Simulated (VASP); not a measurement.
# O (P-3m1) in VASP: single point with PBEsol

Aim: the single point of O with PBEsol.

All numbers are computed with VASP 6.6.1; they aren't measurements. Logs are shortened: lines on timing, memory, paths and dates and some standing lists are left out, and cuts for length are marked.

## Step 1: The cell of the first run

The structure is trigonal, space group P-3m1 (No. 164). Conventional cell: a = 3.058 Å, b = 3.058 Å, c = 7.801 Å, α = 90.00°, β = 90.00°, γ = 120.00°. Within 3.8 Å of O (site symmetry 3m) lie 12 O at 2.90 to 3.66 Å. O (site symmetry -3m) has 12 O at 2.90 to 3.06 Å within 3.8 Å.

## Step 2: Single point, PBEsol

Contents of INCAR:

```
PREC     = Accurate       # precision mode
ENCUT    = 520            # plane-wave cutoff, eV
EDIFF    = 1E-6           # SCF threshold, eV
ISMEAR   = 1              # smearing method
SIGMA    = 0.1            # smearing width, eV
LREAL    = False          # projectors in reciprocal space
LASPH    = True           # aspherical terms in the spheres
NELM     = 80             # most SCF steps
ALGO     = Normal         # electronic algorithm
ISIF     = 2              # what is computed and relaxed
LWAVE    = False          # write WAVECAR
LCHARG   = True           # write CHGCAR
GGA      = PS             # functional
LELF     = True           # ELF
LVHAR    = True         
NBANDS   = 16             # bands
```

Contents of KPOINTS:

```
regular mesh
0
Gamma
  9 9 3
```

Contents of POSCAR:

```
O
1.0
    3.0576297800      0.0000000000      0.0000000000
   -1.5288148900      2.6479850600      0.0000000000
    0.0000000000      0.0000000000      7.8013420000
O
3
Direct
    0.3333333333      0.6666666667      0.7056320000
    0.0000000000      0.0000000000      0.0000000000
    0.6666666667      0.3333333333      0.2943680000
```

Potentials or basis: VASP PAW PBE potentials, release 64 (O).

The run is started by

```bash
$ cat potpaw_PBE.64/O/POTCAR > POTCAR
$ mpirun -np 1 vasp_std > vasp.out
```

OUTCAR:

```text
PREC = Accurate
   ENCUT = 520
   EDIFF = 1E-6
   ISMEAR = 1
   LREAL = False
   LASPH = True
   NELM = 80
   ISIF = 2
   GGA = PS

 ion  position               nearest neighbor table
   1  0.333  0.667  0.706-
   2  0.000  0.000  0.000-
   3  0.667  0.333  0.294-

  LATTYP: Found a hexagonal cell.
 ALAT       =     3.0576297800
 C/A-ratio  =     2.5514344644

  Lattice vectors:

 A1 = (   3.0576297800,   0.0000000000,   0.0000000000)
 A2 = (  -1.5288148900,   2.6479850600,   0.0000000000)
 A3 = (   0.0000000000,   0.0000000000,   7.8013420000)

Analysis of symmetry for initial positions (statically):
=====================================================================
 Subroutine PRICEL returns:
 Original cell was already a primitive cell.

 Routine SETGRP: Setting up the symmetry group for a
 hexagonal supercell.

 Subroutine GETGRP returns: Found 12 space group operations
 (whereof 12 operations were pure point group operations)
 out of a pool of 24 trial point group operations.

The static configuration has the point symmetry D_3d.

Analysis of symmetry for dynamics (positions and initial velocities):
=====================================================================
 Subroutine PRICEL returns:
 Original cell was already a primitive cell.

 Routine SETGRP: Setting up the symmetry group for a
 hexagonal supercell.

 Subroutine GETGRP returns: Found 12 space group operations
 (whereof 12 operations were pure point group operations)
 out of a pool of 24 trial point group operations.

The dynamic configuration has the point symmetry D_3d.

 Subroutine INISYM returns: Found 12 space group operations
 (whereof 12 operations are pure point group operations),
 and found     1 'primitive' translations

----------------------------------------------------------------------------------------

                                     Primitive cell

  volume of cell :      63.1640

  direct lattice vectors                    reciprocal lattice vectors
     3.057629780  0.000000000  0.000000000     0.327050713  0.188822818  0.000000000
    -1.528814890  2.647985060  0.000000000     0.000000000  0.377645635  0.000000000
     0.000000000  0.000000000  7.801342000     0.000000000  0.000000000  0.128183074

  length of vectors
     3.057629780  3.057629776  7.801342000     0.377645635  0.377645635  0.128183074

  position of ions in fractional coordinates (direct lattice)
     0.333333333  0.666666667  0.705632000
     0.000000000  0.000000000  0.000000000
     0.666666667  0.333333333  0.294368000

  ion indices of the primitive-cell ions
   primitive index   ion index
                 1           1
                 2           2
                 3           3

----------------------------------------------------------------------------------------

 KPOINTS: regular mesh

Automatic generation of k-mesh.
 Grid dimensions read from file:
 generate k-points for:    9    9    3

 Generating k-lattice:

  Cartesian coordinates                     Fractional coordinates (reciprocal lattice)
     0.036338968  0.020980313  0.000000000     0.111111111  0.000000000  0.000000000
     0.000000000  0.041960626  0.000000000     0.000000000  0.111111111  0.000000000
     0.000000000  0.000000000  0.042727691     0.000000000  0.000000000  0.333333333

  Length of vectors
     0.041960626  0.041960626  0.042727691

  Shift w.r.t. Gamma in fractional coordinates (k-lattice)
     0.000000000  0.000000000  0.000000000

 Subroutine IBZKPT returns following result:
 ===========================================

 Found     31 irreducible k-points:

 Following reciprocal coordinates:
            Coordinates               Weight
  0.000000  0.000000  0.000000      1.000000
  0.111111 -0.000000  0.000000      6.000000
  0.222222  0.000000  0.000000      6.000000
  0.333333  0.000000  0.000000      6.000000
  0.444444  0.000000  0.000000      6.000000
  0.111111  0.111111  0.000000      6.000000
[... 16 lines left out ...]
  0.222222  0.111111  0.333333     12.000000
 -0.111111  0.333333  0.333333     12.000000
 [... further k-points ...]
   k-points           NKPTS =     31   k-points in BZ     NKDIM =     31   number of bands    NBANDS=     16
   number of dos      NEDOS =    301   number of ions     NIONS =      3
   total plane-waves  NPLWV =  34560
   dimension x,y,z NGX =    24 NGY =   24 NGZ =   60
   dimension x,y,z NGXF=    48 NGYF=   48 NGZF=  120
   ions per type =               3
   NGX,Y,Z   is equivalent  to a cutoff of  13.05, 13.05, 12.79 a.u.
   NGXF,Y,Z  is equivalent  to a cutoff of  26.10, 26.10, 25.57 a.u.
 SYSTEM =  unknown system
   PREC   = accura    normal or accurate (medium, high low for compatibility)
   ISTART =      0    job   : 0-new  1-cont  2-samecut
   ICHARG =      2    charge: 1-file 2-atom 10-const
   ISPIN  =      1    spin polarized calculation?
   LNONCOLLINEAR =      F non collinear calculations
   LSORBIT =      F    spin-orbit coupling
   LASPH  =      T    aspherical Exc in radial PAW
   ENCUT  =  520.0 eV  38.22 Ry    6.18 a.u.   5.69  5.69 14.51*2*pi/ulx,y,z
   NELM   =     80;   NELMIN=  2; NELMDL= -5     # of ELM steps
   EDIFF  = 0.1E-05   stopping-criterion for ELM
   LREAL  =      F    real-space projection
   EDIFFG = 0.1E-04   stopping-criterion for IOM
   NSW    =      0    number of steps for IOM
   IBRION =     -1    ionic relax: 0-MD 1-quasi-New 2-CG
   NFREE  =      0    steps in history (QN), initial steepest desc. (CG)
   ISIF   =      2    stress and relaxation
   ISYM   =      2    0-nonsym 1-usesym 2-fastsym
   POTIM  = 0.5000    time-step for ionic-motion
   TEBEG  =    0.0;   TEEND  =   0.0 temperature during run
   PSTRESS=    0.0 pullay stress
   NELECT =      18.0000    total number of electrons
   NUPDOWN=      -1.0000    fix difference up-down
   EMIN   =  10.00;   EMAX   =-10.00  energy-range for DOS
   EFERMI =   0.00;   METHOD = LEGACY
   ISMEAR =     1;   SIGMA  =   0.10  broadening in eV -4-tet -1-fermi 0-gaus
   EFERMI_NEDOS =   21; number of points for ismear=-14 and -15
   IALGO  =     38    algorithm
   IMIX   =      4    mixing-type and parameters
     AMIX     =   0.40;   BMIX     =  1.00
     AMIX_MAG =   1.60;   BMIX_MAG =  1.00
  volume/ion in A,a.u.               =      21.05       142.08
  Fermi-wavevector in a.u.,A,eV,Ry     =   1.077314  2.035829 15.791004  1.160606
  Thomas-Fermi vector in A             =   2.213223
   LORBIT       =      0    0 simple, 1 ext, 2 COOP (PROOUT), +10 PAW based schemes
   GGA     = PS    functional components
   LHFCALC =     F    Hartree Fock is set to
   AEXX    =    0.0000 exact exchange contribution
   IVDW    =     0    specifies the selected vdW correction
   LEPSILON=     F    determine dielectric tensor
   LRPA    =     F    only Hartree local field effects (RPA)
 non-spin polarized calculation
 Methfessel and Paxton  Order N= 1 SIGMA  =   0.10
  energy-cutoff  :      520.00
  volume of cell :       63.16
 maximum number of plane-waves:      1722
 NGX is ok and might be reduce to    24
   NGX = 11   NGY = 11   NGZ = 29

 number of electron      18.0000004 magnetization

 Free energy of the ion-electron system (eV)
  ---------------------------------------------------
  ext. energy  EPLUGINS =         0.00000000
  ---------------------------------------------------
  free energy    TOTEN  =        -3.38563160 eV

  energy without entropy =       -3.38697779  energy(sigma->0) =       -3.38608033

 E-fermi :  -5.4457     XC(G=0):  -7.3991

 val. band max:       -5.4527437573   @ k =   0.2222   0.0000   0.3333
 cond. band min:      -5.4453080315   @ k =   0.2222   0.1111   0.3333
 fundamental gap:      0.0074357258
 Fermi energy:        -5.4457330664

 k-point     1 :       0.0000    0.0000    0.0000
  band No.  band energies     occupation
      1     -21.3239      2.00000
      2     -20.9281      2.00000
      3     -20.7191      2.00000
      4      -6.9191      2.00000
      5      -6.3074      2.00000
      6      -5.2707     -0.03281
[... 8 lines left out ...]
     15       6.7888      0.00000
     16      10.9177      0.00000

 k-point     2 :       0.1111   -0.0000    0.0000
  band No.  band energies     occupation
      1     -21.2683      2.00000
      2     -20.8881      2.00000
      3     -20.6924      2.00000
      4      -6.8647      2.00000
      5      -6.3056      2.00000
      6      -5.4339      0.80169
[... 8 lines left out ...]
     15       7.0886      0.00000
     16      11.1705      0.00000

 k-point     3 :       0.2222    0.0000    0.0000
  band No.  band energies     occupation
      1     -21.1193      2.00000
      2     -20.7849      2.00000
      3     -20.6277      2.00000
      4      -6.7527      2.00000
      5      -6.4035      2.00000
      6      -5.8204      2.00000
[... 8 lines left out ...]
     15       7.8520      0.00000
     16      11.8001      0.00000

 k-point     4 :       0.3333    0.0000    0.0000
  band No.  band energies     occupation
      1     -20.9298      2.00000
      2     -20.6665      2.00000
      3     -20.5638      2.00000
      4      -6.7945      2.00000
      5      -6.7039      2.00000
      6      -6.3461      2.00000
[... 8 lines left out ...]
     15       8.7937      0.00000
     16      11.3256      0.00000

 k-point     5 :       0.4444    0.0000    0.0000
  band No.  band energies     occupation
      1     -20.7807      2.00000
      2     -20.5989      2.00000
      3     -20.5308      2.00000
      4      -7.0486      2.00000
      5      -6.8611      2.00000
      6      -6.6695      2.00000
[... 8 lines left out ...]
     15       9.4066      0.00000
     16       9.8005      0.00000

 k-point     6 :       0.1111    0.1111    0.0000
  band No.  band energies     occupation
      1     -21.1659      2.00000
      2     -20.8164      2.00000
      3     -20.6468      2.00000
      4      -6.7785      2.00000
      5      -6.3474      2.00000
      6      -5.6704      2.00665
[... 8 lines left out ...]
     15       7.6200      0.00000
     16      11.6184      0.00000
[... 267 lines left out ...]
 k-point    21 :       0.0000    0.4444    0.3333
  band No.  band energies     occupation
      1     -20.7789      2.00000
      2     -20.6040      2.00000
      3     -20.5272      2.00000
      4      -7.0987      2.00000
      5      -6.8197      2.00000
      6      -6.6204      2.00000
[... 8 lines left out ...]
     15       9.0648      0.00000
     16       9.7183      0.00000

 k-point    22 :       0.1111    0.1111    0.3333
  band No.  band energies     occupation
      1     -21.1538      2.00000
      2     -20.8522      2.00000
      3     -20.6226      2.00000
      4      -6.8575      2.00000
      5      -6.1803      2.00000
      6      -5.8038      2.00001
[... 8 lines left out ...]
     15       8.7229      0.00000
     16      10.2928      0.00000

 k-point    23 :       0.2222    0.1111    0.3333
  band No.  band energies     occupation
      1     -20.9877      2.00000
      2     -20.7300      2.00000
      3     -20.5655      2.00000
      4      -6.7073      2.00000
      5      -6.4800      2.00000
      6      -6.1737      2.00000
[... 8 lines left out ...]
     15       9.3117      0.00000
     16      10.9723      0.00000

 k-point    24 :      -0.1111    0.3333    0.3333
  band No.  band energies     occupation
      1     -20.9864      2.00000
      2     -20.7339      2.00000
      3     -20.5629      2.00000
      4      -6.7256      2.00000
      5      -6.5313      2.00000
      6      -6.1314      2.00000
[... 8 lines left out ...]
     15       9.2082      0.00000
     16      10.9654      0.00000

 [... further k-points ...]

------------------------ aborting loop because EDIFF is reached ----------------------------------------

  FORCE on cell =-STRESS in cart. coord.  units (eV):
  Direction    XX          YY          ZZ          XY          YZ          ZX
  --------------------------------------------------------------------------------------
  -------------------------------------------------------------------------------------
  Total       -4.8917224     -4.8917224     -5.2972330      0.0000000      0.0000000      0.0000000
  in kB     -124.0802443   -124.0802438   -134.3661618      0.0000000      0.0000000      0.0000000
  external PRESSURE =    -127.5088833 kB  Pullay stress =       0.0000000 kB

 VOLUME and BASIS-vectors are now :
 -----------------------------------------------------------------------------
  energy-cutoff  :      520.00
  volume of cell :       63.16
      direct lattice vectors                 reciprocal lattice vectors
     3.057629780  0.000000000  0.000000000     0.327050713  0.188822818  0.000000000
    -1.528814890  2.647985060  0.000000000     0.000000000  0.377645635  0.000000000
     0.000000000  0.000000000  7.801342000     0.000000000  0.000000000  0.128183074

 POSITION                                       TOTAL-FORCE (eV/Angst)
 -----------------------------------------------------------------------------------
     -0.00000      1.76532      5.50488        -0.000000      0.000000      0.973584
      0.00000      0.00000      0.00000        -0.000000      0.000000      0.000000
      1.52881      0.88266      2.29647         0.000000      0.000000     -0.973584
 -----------------------------------------------------------------------------------
    total drift:                                0.000000      0.000000     -0.000000

  FREE ENERGIE OF THE ION-ELECTRON SYSTEM (eV)
  ---------------------------------------------------
  free  energy   TOTEN  =        -3.3856315955 eV

  energy  without entropy=       -3.3869777946  energy(sigma->0) =       -3.38608033
```

It took 1.8 min on 1 thread of AMD EPYC 7R13, shared host; peak memory 0.14 GiB.

What came out:

```
Free energy            : -3.3856 eV
Pressure               : -12.8 GPa
Largest force          : 0.974 eV/Å
Band gap on the k mesh : zero (band 9 reaches -5.11 eV, above the bottom of band 10 at -5.58 eV)
```

Forces in eV/Å, atoms in the order of the input:
```
O    0.000  0.000  0.974
O    0.000  0.000  0.000
O    0.000  0.000 -0.974
```

Stress tensor (GPa, compression positive):
```
-12.41   0.00   0.00
  0.00 -12.41   0.00
  0.00   0.00 -13.44
```

Caveat: the PAW data sets were made with another functional, which shifts forces and pressure a little.
